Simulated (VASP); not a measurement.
# Se (P3_121) in VASP: notebook

The runs below take Se through single point, with PBE, r2SCAN.

Everything below comes from runs of VASP 6.6.1. Logs are shortened: lines on timing, memory, paths and dates and some standing lists are left out, and cuts for length are marked.

### Step 1. The cell of the first run

The structure is trigonal, space group P3_121 (No. 152). Conventional cell: a = 4.293 Å, b = 4.293 Å, c = 5.041 Å, α = 90.00°, β = 90.00°, γ = 120.00°. Within 3.2 Å of Se (site symmetry 2) lie 2 Se at 2.39 Å.

### Step 2. Single point, PBE

Contents of INCAR:

```
PREC = Accurate
ENCUT = 520
EDIFF = 1E-6
ISMEAR = 0
SIGMA = 0.01
LREAL = False
LASPH = True
NELM = 80
ALGO = Normal
ISIF = 2
LWAVE = False
LCHARG = False
GGA = PE
NBANDS = 16
```

Contents of KPOINTS:

```
Automatic mesh
0
Gamma
  12 12 6
```

Contents of POSCAR:

```
Se
1.0
    4.2926477518      0.0000000000      0.0000000000
   -2.1463238759      3.7175420026      0.0000000000
    0.0000000000      0.0000000000      5.0408570506
Se
3
Direct
    0.2284677957      0.0000000000      0.3333333333
    0.0000000000      0.2284677957      0.6666666667
    0.7715322043      0.7715322043      0.0000000000
```

Potentials or basis: VASP PAW PBE potentials, release 64 (Se).

The run is started by

```sh
$ cat potpaw_PBE.64/Se/POTCAR > POTCAR
$ mpirun -np 1 vasp_std > vasp.out
```

OUTCAR:

```text
PREC = Accurate
   ENCUT = 520
   EDIFF = 1E-6
   ISMEAR = 0
   LREAL = False
   LASPH = True
   NELM = 80
   ISIF = 2
   GGA = PE

 ion  position               nearest neighbor table
   1  0.228  0.000  0.333-   3 2.39   2 2.39
   2  0.000  0.228  0.667-   3 2.39   1 2.39
   3  0.772  0.772  0.000-   1 2.39   2 2.39

  LATTYP: Found a hexagonal cell.
 ALAT       =     4.2926477518
 C/A-ratio  =     1.1743001854

  Lattice vectors:

 A1 = (   4.2926477518,   0.0000000000,   0.0000000000)
 A2 = (  -2.1463238759,   3.7175420026,   0.0000000000)
 A3 = (   0.0000000000,   0.0000000000,   5.0408570506)

Analysis of symmetry for initial positions (statically):
=====================================================================
 Subroutine PRICEL returns:
 Original cell was already a primitive cell.

 Routine SETGRP: Setting up the symmetry group for a
 hexagonal supercell.

 Subroutine GETGRP returns: Found  6 space group operations
 (whereof  2 operations were pure point group operations)
 out of a pool of 24 trial point group operations.

The static configuration has the point symmetry C_2 .
 The point group associated with its full space group is D_3 .

Analysis of symmetry for dynamics (positions and initial velocities):
=====================================================================
 Subroutine PRICEL returns:
 Original cell was already a primitive cell.

 Routine SETGRP: Setting up the symmetry group for a
 hexagonal supercell.

 Subroutine GETGRP returns: Found  6 space group operations
 (whereof  2 operations were pure point group operations)
 out of a pool of 24 trial point group operations.

The dynamic configuration has the point symmetry C_2 .
 The point group associated with its full space group is D_3 .

 Subroutine INISYM returns: Found  6 space group operations
 (whereof  2 operations are pure point group operations),
 and found     1 'primitive' translations

----------------------------------------------------------------------------------------

                                     Primitive cell

  volume of cell :      80.4425

  direct lattice vectors                    reciprocal lattice vectors
[... 80 lines left out ...]
   PREC   = accura    normal or accurate (medium, high low for compatibility)
   ISTART =      0    job   : 0-new  1-cont  2-samecut
   ICHARG =      2    charge: 1-file 2-atom 10-const
   ISPIN  =      1    spin polarized calculation?
   LNONCOLLINEAR =      F non collinear calculations
   LSORBIT =      F    spin-orbit coupling
   LASPH  =      T    aspherical Exc in radial PAW
   ENCUT  =  520.0 eV  38.22 Ry    6.18 a.u.   7.98  7.98  9.37*2*pi/ulx,y,z
   NELM   =     80;   NELMIN=  2; NELMDL= -5     # of ELM steps
   EDIFF  = 0.1E-05   stopping-criterion for ELM
   LREAL  =      F    real-space projection
   EDIFFG = 0.1E-04   stopping-criterion for IOM
   NSW    =      0    number of steps for IOM
   IBRION =     -1    ionic relax: 0-MD 1-quasi-New 2-CG
   NFREE  =      0    steps in history (QN), initial steepest desc. (CG)
   ISIF   =      2    stress and relaxation
   ISYM   =      2    0-nonsym 1-usesym 2-fastsym
   POTIM  = 0.5000    time-step for ionic-motion
   TEBEG  =    0.0;   TEEND  =   0.0 temperature during run
   PSTRESS=    0.0 pullay stress
   NELECT =      18.0000    total number of electrons
   NUPDOWN=      -1.0000    fix difference up-down
   EMIN   =  10.00;   EMAX   =-10.00  energy-range for DOS
   EFERMI =   0.00;   METHOD = LEGACY
   ISMEAR =     0;   SIGMA  =   0.01  broadening in eV -4-tet -1-fermi 0-gaus
   EFERMI_NEDOS =   21; number of points for ismear=-14 and -15
   IALGO  =     38    algorithm
   IMIX   =      4    mixing-type and parameters
     AMIX     =   0.40;   BMIX     =  1.00
     AMIX_MAG =   1.60;   BMIX_MAG =  1.00
  volume/ion in A,a.u.               =      26.81       180.95
  Fermi-wavevector in a.u.,A,eV,Ry     =   0.993887  1.878175 13.439999  0.987812
  Thomas-Fermi vector in A             =   2.125800
   LORBIT       =      0    0 simple, 1 ext, 2 COOP (PROOUT), +10 PAW based schemes
   GGA     = PE    functional components
   LHFCALC =     F    Hartree Fock is set to
   AEXX    =    0.0000 exact exchange contribution
   IVDW    =     0    specifies the selected vdW correction
   LEPSILON=     F    determine dielectric tensor
   LRPA    =     F    only Hartree local field effects (RPA)
 non-spin polarized calculation
 Gauss-broadening in eV      SIGMA  =   0.01
  energy-cutoff  :      520.00
  volume of cell :       80.44
 maximum number of plane-waves:      2187
   NGX = 15   NGY = 15   NGZ = 19

 number of electron      17.9999999 magnetization

 Free energy of the ion-electron system (eV)
  ---------------------------------------------------
  ext. energy  EPLUGINS =         0.00000000
  ---------------------------------------------------
  free energy    TOTEN  =       -10.47851140 eV

  energy without entropy =      -10.47851140  energy(sigma->0) =      -10.47851140

 E-fermi :   2.8607     XC(G=0):  -8.9415

 val. band max:        2.8106068284   @ k =   0.4167   0.1667   0.5000
 cond. band min:       3.6266041356   @ k =   0.3333   0.3333   0.5000
 fundamental gap:      0.8159973072
 Fermi energy:         2.8606630991

 k-point     1 :       0.0000    0.0000    0.0000
  band No.  band energies     occupation
      1     -12.9969      2.00000
      2      -8.9528      2.00000
      3      -8.9528      2.00000
      4      -0.9227      2.00000
      5      -0.9227      2.00000
      6      -0.8593      2.00000
[... 433 lines left out ...]
      3      -7.9995      2.00000
      4      -1.6643      2.00000
      5      -1.5624      2.00000
      6      -0.5397      2.00000
[... 8 lines left out ...]
     15      10.1592      0.00000
     16      11.1256      0.00000

 [... further k-points ...]
[... 5 lines left out ...]
  --------------------------------------------------------------------------------------
  -------------------------------------------------------------------------------------
  Total        1.0515342      1.0515342      1.4795768      0.0000000      0.0000000     -0.0000000
  in kB       20.9434626     20.9434626     29.4688091      0.0000000      0.0000000     -0.0000000
  external PRESSURE =      23.7852448 kB  Pullay stress =       0.0000000 kB

 VOLUME and BASIS-vectors are now :
 -----------------------------------------------------------------------------
  energy-cutoff  :      520.00
  volume of cell :       80.44
      direct lattice vectors                 reciprocal lattice vectors
     4.292647752  0.000000000  0.000000000     0.232956454  0.134497472  0.000000000
    -2.146323876  3.717542003  0.000000000     0.000000000  0.268994943  0.000000000
     0.000000000  0.000000000  5.040857051     0.000000000  0.000000000  0.198378964

 POSITION                                       TOTAL-FORCE (eV/Angst)
 -----------------------------------------------------------------------------------
      0.98073      0.00000      1.68029         0.333991      0.000000      0.000000
     -0.49037      0.84934      3.36057        -0.166996      0.289245     -0.000000
      1.65596      2.86820      0.00000        -0.166996     -0.289245      0.000000
 -----------------------------------------------------------------------------------
    total drift:                                0.000000      0.000000     -0.000000

  FREE ENERGIE OF THE ION-ELECTRON SYSTEM (eV)
  ---------------------------------------------------
  free  energy   TOTEN  =       -10.4785114039 eV

  energy  without entropy=      -10.4785114039  energy(sigma->0) =      -10.47851140
```

OSZICAR:

```text
N       E                     dE             d eps       ncg     rms          rms(c)
DAV:   1     0.817542308647E+02    0.81754E+02   -0.72064E+03  3200   0.934E+02
DAV:   2    -0.535476932082E+01   -0.87109E+02   -0.82913E+02  4216   0.154E+02
DAV:   3    -0.105180214072E+02   -0.51633E+01   -0.51470E+01  4088   0.428E+01
DAV:   4    -0.105526248261E+02   -0.34603E-01   -0.34598E-01  4152   0.416E+00
DAV:   5    -0.105528658835E+02   -0.24106E-03   -0.24105E-03  4184   0.343E-01    0.692E+00
DAV:   6    -0.104973008777E+02    0.55565E-01   -0.34607E-02  3848   0.118E+00    0.429E+00
DAV:   7    -0.104791278918E+02    0.18173E-01   -0.70990E-02  3848   0.165E+00    0.198E-01
DAV:   8    -0.104783669258E+02    0.76097E-03   -0.93311E-03  3544   0.590E-01    0.103E-01
DAV:   9    -0.104784691178E+02   -0.10219E-03   -0.29196E-04  4544   0.111E-01    0.346E-02
DAV:  10    -0.104785086606E+02   -0.39543E-04   -0.50151E-05  3760   0.480E-02    0.731E-03
DAV:  11    -0.104785115960E+02   -0.29354E-05   -0.85282E-06  4448   0.175E-02    0.384E-03
DAV:  12    -0.104785114039E+02    0.19209E-06   -0.18370E-06  2944   0.872E-03
   1 F= -.10478511E+02 E0= -.10478511E+02  d E =-.514338E-15
```

Wall time 97 s (1 thread of Intel Xeon 8259CL, shared host); peak memory 0.25 GiB.

What came out:

| Item | Value |
| --- | --- |
| Free energy | -10.4785 eV |
| Pressure | 2.4 GPa |
| Largest force | 0.334 eV/Å |
| Band gap on the k mesh | 0.82 eV (least direct gap 0.97 eV) |

Forces in eV/Å, atoms in the order of the input:
```
Se   0.334  0.000  0.000
Se  -0.167  0.289  0.000
Se  -0.167 -0.289  0.000
```

Levels at points of the mesh, in eV from the valence-band top:
```
           k point  band 6  band 7  band 8  band 9  band 10  band 11  band 12  band 13
(0.00, 0.00, 0.00)   -3.67   -1.97   -1.97   -0.40     1.76     1.76     2.19     6.27
(0.50, 0.00, 0.00)   -3.45   -3.01   -1.72   -1.01     1.83     2.24     4.13     5.14
(0.00, 0.00, 0.50)   -3.26   -1.48   -1.48   -1.21     1.17     1.22     1.22     6.11
(0.50, 0.00, 0.50)   -4.19   -1.97   -1.49   -0.02     1.49     2.79     2.84     6.20
```

### Step 3. Single point, r2SCAN

POSCAR is that of step 2.

Contents of INCAR.step1:

```
ALGO     = Normal         # electronic algorithm
EDIFF    = 1E-4           # SCF threshold, eV
ENCUT    = 520            # plane-wave cutoff, eV
GGA      = PE             # functional
ISMEAR   = 0              # smearing method
LASPH    = True           # aspherical terms in the spheres
LCHARG   = False          # write CHGCAR
LREAL    = False          # projectors in reciprocal space
LWAVE    = True           # write WAVECAR
NBANDS   = 16             # bands
NELM     = 60             # most SCF steps
PREC     = Accurate       # precision mode
SIGMA    = 0.01           # smearing width, eV
```

Contents of INCAR.step2:

```
ALGO     = Normal         # electronic algorithm
EDIFF    = 1E-6           # SCF threshold, eV
ENCUT    = 520            # plane-wave cutoff, eV
ISIF     = 2              # what is computed and relaxed
ISMEAR   = 0              # smearing method
ISTART   = 1            
LASPH    = True           # aspherical terms in the spheres
LCHARG   = False          # write CHGCAR
LMIXTAU  = True         
LREAL    = False          # projectors in reciprocal space
LWAVE    = False          # write WAVECAR
METAGGA  = R2SCAN         # meta-GGA
NBANDS   = 16             # bands
NELM     = 60             # most SCF steps
PREC     = Accurate       # precision mode
SIGMA    = 0.01           # smearing width, eV
```

Contents of KPOINTS:

```
k-points
0
Gamma
  12 12 6
```

Potentials or basis: VASP PAW PBE potentials, release 64 (Se).

The run is started by

```sh
$ cat potpaw_PBE.64/Se/POTCAR > POTCAR
$ cp INCAR.step1 INCAR
$ mpirun -np 1 vasp_std > vasp.out
$ cp INCAR.step2 INCAR
$ mpirun -np 1 vasp_std > vasp.out
```

It took 6.1 min on 1 thread of Intel Xeon 8259CL, shared host; peak memory 0.27 GiB.

It converged, with:

```
Free energy            : -42.9066 eV
Pressure               : 0.8 GPa
Largest force          : 0.040 eV/Å
Band gap on the k mesh : 1.05 eV (least direct gap 1.23 eV)
```

Forces on the atoms (eV/Å):
```
Se  -0.040  0.000  0.000
Se   0.020 -0.034  0.000
Se   0.020  0.034  0.000
```

Stress tensor (GPa, compression positive):
```
0.89 0.00 0.00
0.00 0.89 0.00
0.00 0.00 0.65
```

Levels at points of the mesh, in eV from the valence-band top:
```
           k point  band 5  band 6  band 7  band 8  band 9  band 10  band 11  band 12  band 13  band 14
(0.00, 0.00, 0.00)   -3.88   -3.80   -2.07   -2.07   -0.45     1.99     1.99     2.42     6.91     6.91
(0.50, 0.00, 0.00)   -4.90   -3.57   -3.08   -1.80   -1.07     2.07     2.49     4.40     5.55     8.41
(0.00, 0.00, 0.50)   -3.40   -3.40   -1.53   -1.53   -1.30     1.34     1.47     1.47     6.65     7.80
(0.50, 0.00, 0.50)   -4.57   -4.34   -2.01   -1.55   -0.01     1.70     3.01     3.08     6.63     8.37
```

Caveat: the PAW data sets were made with another functional, which shifts forces and pressure a little.
